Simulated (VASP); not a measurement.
# Cu (I4/mmm) in VASP: notebook, part 2 of 2

VASP 6.6.1. The steps go on from the part before.

## (4) Single point, LDA (10.49 Å³/atom)

This run uses another cell than the first one, of 10.49 Å³/atom.

INCAR

```
SYSTEM = Cu
ALGO = Normal
EDIFF = 1E-7
ENCUT = 520
ISIF = 2
ISMEAR = 0
LASPH = .True.
LCHARG = .True.
LELF = .True.
LREAL = .False.
LVHAR = .True.
LWAVE = .False.
NBANDS = 12
NELM = 80
PREC = Accurate
SIGMA = 0.15
```

KPOINTS

```
k-points
0
Gamma
  24 24 24
  0 0 0
```

POSCAR

```
Cu
1.0
   -1.4511747929      1.4511747929      1.2455433247
    1.4511747929     -1.4511747929      1.2455433247
    1.4511747929      1.4511747929     -1.2455433247
Cu
1
Direct
    0.0000000000      0.0000000000      0.0000000000
```

Potentials or basis: VASP PAW LDA potentials, release 64 (Cu).

Run with:

```console
> cat potpaw_LDA.64/Cu/POTCAR > POTCAR
> mpirun -np 1 vasp_std > vasp.out
```

OUTCAR:

```text
SYSTEM = Cu
   EDIFF = 1E-7
   ENCUT = 520
   ISIF = 2
   ISMEAR = 0
   LASPH = .True.
   LREAL = .False.
   NELM = 80
   PREC = Accurate

 ion  position               nearest neighbor table
   1  0.000  0.000  0.000-

  LATTYP: Found a body centered tetragonal cell.
 ALAT       =     2.9023495858
 C/A-ratio  =     0.8583000000

  Lattice vectors:

 A1 = (  -1.4511747929,   1.4511747929,   1.2455433247)
 A2 = (   1.4511747929,  -1.4511747929,   1.2455433247)
 A3 = (   1.4511747929,   1.4511747929,  -1.2455433247)

Analysis of symmetry for initial positions (statically):
=====================================================================
 Subroutine PRICEL returns:
 Original cell was already a primitive cell.

 Routine SETGRP: Setting up the symmetry group for a
 body centered tetragonal supercell.

 Subroutine GETGRP returns: Found 16 space group operations
 (whereof 16 operations were pure point group operations)
 out of a pool of 16 trial point group operations.

The static configuration has the point symmetry D_4h.

Analysis of symmetry for dynamics (positions and initial velocities):
=====================================================================
 Subroutine PRICEL returns:
 Original cell was already a primitive cell.

 Routine SETGRP: Setting up the symmetry group for a
 body centered tetragonal supercell.

 Subroutine GETGRP returns: Found 16 space group operations
 (whereof 16 operations were pure point group operations)
 out of a pool of 16 trial point group operations.

The dynamic configuration has the point symmetry D_4h.

 Subroutine INISYM returns: Found 16 space group operations
 (whereof 16 operations are pure point group operations),
 and found     1 'primitive' translations

----------------------------------------------------------------------------------------

                                     Primitive cell

  volume of cell :      10.4920

  direct lattice vectors                    reciprocal lattice vectors
    -1.451174793  1.451174793  1.245543325     0.000000000  0.344548432  0.401431239
     1.451174793 -1.451174793  1.245543325     0.344548432  0.000000000  0.401431239
     1.451174793  1.451174793 -1.245543325     0.344548432  0.344548432  0.000000000

  length of vectors
     2.400665477  2.400665477  2.400665477     0.529018584  0.529018584  0.487265066

  position of ions in fractional coordinates (direct lattice)
     0.000000000  0.000000000  0.000000000

  ion indices of the primitive-cell ions
   primitive index   ion index
                 1           1

----------------------------------------------------------------------------------------

 KPOINTS: k-points

Automatic generation of k-mesh.
 Grid dimensions read from file:
 generate k-points for:   24   24   24

 Generating k-lattice:

  Cartesian coordinates                     Fractional coordinates (reciprocal lattice)
     0.000000000  0.014356185  0.016726302     0.041666667 -0.000000000  0.000000000
     0.014356185  0.000000000  0.016726302    -0.000000000  0.041666667  0.000000000
     0.014356185  0.014356185  0.000000000     0.000000000  0.000000000  0.041666667

  Length of vectors
     0.022042441  0.022042441  0.020302711

  Shift w.r.t. Gamma in fractional coordinates (k-lattice)
     0.000000000  0.000000000  0.000000000

 Subroutine IBZKPT returns following result:
 ===========================================

 Found   1063 irreducible k-points:

 Following reciprocal coordinates:
            Coordinates               Weight
  0.000000  0.000000  0.000000      1.000000
  0.041667 -0.000000  0.000000      8.000000
  0.083333  0.000000  0.000000      8.000000
  0.125000  0.000000  0.000000      8.000000
  0.166667  0.000000  0.000000      8.000000
  0.208333  0.000000 -0.000000      8.000000
[... 16 lines left out ...]
  0.416667  0.041667  0.000000     16.000000
  0.458333  0.041667  0.000000     16.000000
 [... further k-points ...]
   k-points           NKPTS =   1063   k-points in BZ     NKDIM =   1063   number of bands    NBANDS=     12
   number of dos      NEDOS =    301   number of ions     NIONS =      1
   total plane-waves  NPLWV =   5832
   dimension x,y,z NGX =    18 NGY =   18 NGZ =   18
   dimension x,y,z NGXF=    36 NGYF=   36 NGZF=   36
   ions per type =               1
   NGX,Y,Z   is equivalent  to a cutoff of  12.46, 12.46, 12.46 a.u.
   NGXF,Y,Z  is equivalent  to a cutoff of  24.93, 24.93, 24.93 a.u.
 SYSTEM =  Cu
   PREC   = accura    normal or accurate (medium, high low for compatibility)
   ISTART =      0    job   : 0-new  1-cont  2-samecut
   ICHARG =      2    charge: 1-file 2-atom 10-const
   ISPIN  =      1    spin polarized calculation?
   LNONCOLLINEAR =      F non collinear calculations
   LSORBIT =      F    spin-orbit coupling
   LASPH  =      T    aspherical Exc in radial PAW
   ENCUT  =  520.0 eV  38.22 Ry    6.18 a.u.   4.46  4.46  4.46*2*pi/ulx,y,z
   NELM   =     80;   NELMIN=  2; NELMDL= -5     # of ELM steps
   EDIFF  = 0.1E-06   stopping-criterion for ELM
   LREAL  =      F    real-space projection
   EDIFFG = 0.1E-05   stopping-criterion for IOM
   NSW    =      0    number of steps for IOM
   IBRION =     -1    ionic relax: 0-MD 1-quasi-New 2-CG
   NFREE  =      0    steps in history (QN), initial steepest desc. (CG)
   ISIF   =      2    stress and relaxation
   ISYM   =      2    0-nonsym 1-usesym 2-fastsym
   POTIM  = 0.5000    time-step for ionic-motion
   TEBEG  =    0.0;   TEEND  =   0.0 temperature during run
   PSTRESS=    0.0 pullay stress
   NELECT =      11.0000    total number of electrons
   NUPDOWN=      -1.0000    fix difference up-down
   EMIN   =  10.00;   EMAX   =-10.00  energy-range for DOS
   EFERMI =   0.00;   METHOD = LEGACY
   ISMEAR =     0;   SIGMA  =   0.15  broadening in eV -4-tet -1-fermi 0-gaus
   EFERMI_NEDOS =   21; number of points for ismear=-14 and -15
   IALGO  =     38    algorithm
   IMIX   =      4    mixing-type and parameters
     AMIX     =   0.40;   BMIX     =  1.00
     AMIX_MAG =   1.60;   BMIX_MAG =  1.00
  volume/ion in A,a.u.               =      10.49        70.80
  Fermi-wavevector in a.u.,A,eV,Ry     =   1.663105  3.142812 37.632596  2.765918
  Thomas-Fermi vector in A             =   2.749880
   LORBIT       =      0    0 simple, 1 ext, 2 COOP (PROOUT), +10 PAW based schemes
   GGA     = CA    functional components
   LHFCALC =     F    Hartree Fock is set to
   AEXX    =    0.0000 exact exchange contribution
   IVDW    =     0    specifies the selected vdW correction
   LEPSILON=     F    determine dielectric tensor
   LRPA    =     F    only Hartree local field effects (RPA)
 non-spin polarized calculation
 Gauss-broadening in eV      SIGMA  =   0.15
  energy-cutoff  :      520.00
  volume of cell :       10.49
 maximum number of plane-waves:       297
 NGX is ok and might be reduce to    18
   NGX =  9   NGY =  9   NGZ =  9

 number of electron      10.9999996 magnetization

 Free energy of the ion-electron system (eV)
  ---------------------------------------------------
  ext. energy  EPLUGINS =         0.00000000
  ---------------------------------------------------
  free energy    TOTEN  =        -4.64643441 eV

  energy without entropy =       -4.64270497  energy(sigma->0) =       -4.64456969

 E-fermi :   8.9523     XC(G=0): -13.8060

 val. band max:        8.9463730428   @ k =  -0.3750   0.5000   0.0417
 cond. band min:       8.9539068017   @ k =   0.4583   0.4167   0.0417
 fundamental gap:      0.0075337589
 Fermi energy:         8.9522850229

 k-point     1 :       0.0000    0.0000    0.0000
  band No.  band energies     occupation
      1      -1.3601      2.00000
      2       4.9236      2.00000
      3       5.7008      2.00000
      4       5.7008      2.00000
      5       6.0335      2.00000
      6       6.8801      2.00000
      7      33.0258      0.00000
      8      33.0258      0.00000
      9      37.4079      0.00000
     10      38.1822      0.00000
     11      38.2100      0.00000
     12      40.0885      0.00000
[... 331 lines left out ...]
 k-point    24 :       0.4583    0.0417    0.0000
  band No.  band energies     occupation
      1       3.1979      2.00000
      2       4.2750      2.00000
      3       6.4560      2.00000
      4       7.0466      2.00000
      5       7.2982      2.00000
      6       8.7516      1.94149
      7      14.7990      0.00000
      8      25.7446      0.00000
      9      26.3984      0.00000
     10      31.1747      0.00000
     11      34.5812      0.00000
     12      42.7108      0.00000

 [... further k-points ...]

------------------------ aborting loop because EDIFF is reached ----------------------------------------

  FORCE on cell =-STRESS in cart. coord.  units (eV):
  Direction    XX          YY          ZZ          XY          YZ          ZX
  --------------------------------------------------------------------------------------
  -------------------------------------------------------------------------------------
  Total        0.5398707      0.5398707      0.9269856      0.0000000      0.0000000      0.0000000
  in kB       82.4407664     82.4407664    141.5550191      0.0000000      0.0000000      0.0000000
  external PRESSURE =     102.1455173 kB  Pullay stress =       0.0000000 kB

 VOLUME and BASIS-vectors are now :
 -----------------------------------------------------------------------------
  energy-cutoff  :      520.00
  volume of cell :       10.49
      direct lattice vectors                 reciprocal lattice vectors
    -1.451174793  1.451174793  1.245543325     0.000000000  0.344548432  0.401431239
     1.451174793 -1.451174793  1.245543325     0.344548432  0.000000000  0.401431239
     1.451174793  1.451174793 -1.245543325     0.344548432  0.344548432  0.000000000

 POSITION                                       TOTAL-FORCE (eV/Angst)
 -----------------------------------------------------------------------------------
      0.00000      0.00000      0.00000         0.000000      0.000000      0.000000
 -----------------------------------------------------------------------------------
    total drift:                                0.000000      0.000000      0.000000

  FREE ENERGIE OF THE ION-ELECTRON SYSTEM (eV)
  ---------------------------------------------------
  free  energy   TOTEN  =        -4.6464344108 eV

  energy  without entropy=       -4.6427049739  energy(sigma->0) =       -4.64456969
```

OSZICAR:

```text
N       E                     dE             d eps       ncg     rms          rms(c)
DAV:   1     0.410106753040E+02    0.41011E+02   -0.53680E+03 29068   0.162E+03
DAV:   2    -0.436668323915E+01   -0.45377E+02   -0.41922E+02 26380   0.210E+02
DAV:   3    -0.566043148177E+01   -0.12937E+01   -0.12878E+01 29268   0.399E+01
DAV:   4    -0.566817391789E+01   -0.77424E-02   -0.77414E-02 28736   0.273E+00
DAV:   5    -0.566824547105E+01   -0.71553E-04   -0.71553E-04 29740   0.266E-01    0.802E+00
DAV:   6    -0.498038874291E+01    0.68786E+00   -0.13591E+01 29788   0.745E+01    0.342E+00
DAV:   7    -0.466687254660E+01    0.31352E+00   -0.19737E+00 29992   0.283E+01    0.727E-01
DAV:   8    -0.464739374864E+01    0.19479E-01   -0.98427E-03 34144   0.101E+00    0.215E-01
DAV:   9    -0.464642023024E+01    0.97352E-03   -0.37223E-03 33632   0.105E+00    0.141E-02
DAV:  10    -0.464643311209E+01   -0.12882E-04   -0.26248E-05 28224   0.702E-02    0.419E-03
DAV:  11    -0.464643440828E+01   -0.12962E-05   -0.44020E-07 31228   0.114E-02    0.441E-04
DAV:  12    -0.464643441076E+01   -0.24822E-08   -0.68797E-09 16224   0.127E-03
   1 F= -.46464344E+01 E0= -.46445697E+01  d E =-.372944E-02
```

stdout:

```text
POSCAR found type information on POSCAR Cu
 POSCAR found :  1 types and       1 ions
 scaLAPACK will be used
 LDA part: xc-table for (Slater(with rela. corr.)+CA(PZ))
 , standard interpolation
 POSCAR, INCAR and KPOINTS ok, starting setup
 FFT: planning ... GRIDC
 FFT: planning ... GRID_SOFT
 FFT: planning ... GRID
 WAVECAR not read
 entering main loop
```

Wall time 58 s (1 thread of Intel Xeon 6975P-C (Granite Rapids), shared host); peak memory 0.23 GiB.

Results:

```yaml
Free_energy: -4.6464 eV
Pressure: 10.2 GPa
Band_gap_on_the_k_mesh: zero (an odd number of electrons rules out a gap without spin polarisation)
```

Levels at points of the mesh, in eV from the Fermi level:
```csv
k point,band 3,band 4,band 5,band 6,band 7,band 8,band 9,band 10
"(0.00, 0.00, 0.00)",-3.25,-3.25,-2.92,-2.07,24.07,24.07,28.46,29.23
"(0.50, 0.00, 0.00)",-2.47,-1.83,-1.53,-0.37,5.73,17.30,17.53,21.80
"(0.50, 0.50, 0.00)",-3.01,-2.42,-1.69,-1.57,3.86,21.53,22.62,25.87
"(0.50, 0.50, 0.50)",-1.74,-1.74,-1.57,6.69,6.69,13.07,13.24,14.06
```

Caveat: the cell stands under pressure.

## (5) Single point, LDA (10.71 Å³/atom)

This run uses another cell than the first one, of 10.71 Å³/atom.

INCAR

```
  PREC = Accurate
  ENCUT = 520
  EDIFF = 1E-6
  ISMEAR = 0
  SIGMA = 0.15
  LREAL = False
  LASPH = True
  NELM = 60
  ALGO = Fast
  ISIF = 2
  LWAVE = False
  LCHARG = True
  GGA = CA
  LELF = True
  LVHAR = True
  NBANDS = 12
```

KPOINTS

```
regular mesh
0
Gamma
  24 24 24
```

POSCAR

```
Cu
1.0
   -1.4759662850      1.4759662850      1.2291847222
    1.4759662850     -1.4759662850      1.2291847222
    1.4759662850      1.4759662850     -1.2291847222
Cu
1
Direct
    0.0000000000      0.0000000000      0.0000000000
```

Run with:

```console
> cat potpaw_LDA.64/Cu/POTCAR > POTCAR
> mpirun -np 1 vasp_std > vasp.out
```

Wall time 64 s (1 thread of Intel Xeon 6975P-C (Granite Rapids), shared host); peak memory 0.23 GiB.

Results (log left out):

* Free energy: -4.6477 eV
* Pressure: 7.0 GPa
* Band gap on the k mesh: zero (an odd number of electrons rules out a gap without spin polarisation)

Stress tensor (GPa, compression positive):
```
 3.93  0.00  0.00
 0.00  3.93  0.00
 0.00  0.00 13.06
```

Levels at points of the mesh, in eV from the Fermi level:
```tsv
k point	band 2	band 3	band 4	band 5	band 6	band 7	band 8	band 9	band 10	band 11
(0.00, 0.00, 0.00)	-4.01	-3.10	-3.10	-3.00	-2.00	23.28	23.28	27.46	28.56	29.76
(0.50, 0.00, 0.00)	-4.61	-2.44	-1.73	-1.55	-0.19	5.79	16.96	17.08	21.38	24.72
(0.50, 0.50, 0.00)	-3.56	-3.07	-2.42	-1.75	-1.56	3.55	22.04	23.13	26.28	28.96
(0.50, 0.50, 0.50)	-5.27	-1.72	-1.72	-1.54	6.27	6.27	12.65	13.45	14.09	21.01
```

Caveat: the cell stands under pressure.

## (6) Overview

| cell | gap on the mesh (eV) | pressure (GPa) |
| --- | --- | --- |
| a = 2.450 Å, angles 105.6, 105.6, 117.5°, 1 atom | none | -1.9 |
| a = 2.442 Å, angles 107.1, 107.1, 114.4°, 1 atom | none | -2.5 |
| a = 2.401 Å, angles 105.6, 105.6, 117.5°, 1 atom | none | 10.2 |
| a = 2.422 Å, angles 104.9, 104.9, 119.0°, 1 atom | none | 7.0 |

Alike in all rows: task single point; level LDA; potentials or basis VASP PAW LDA potentials, release 64 (Cu); no spin polarisation; k mesh 24 × 24 × 24; cutoff (eV) 520; smearing gaussian 0.15 eV.

Caveats: the cell stands under pressure (at least some runs).

Absolute energies hang on the potentials; compare differences alone.
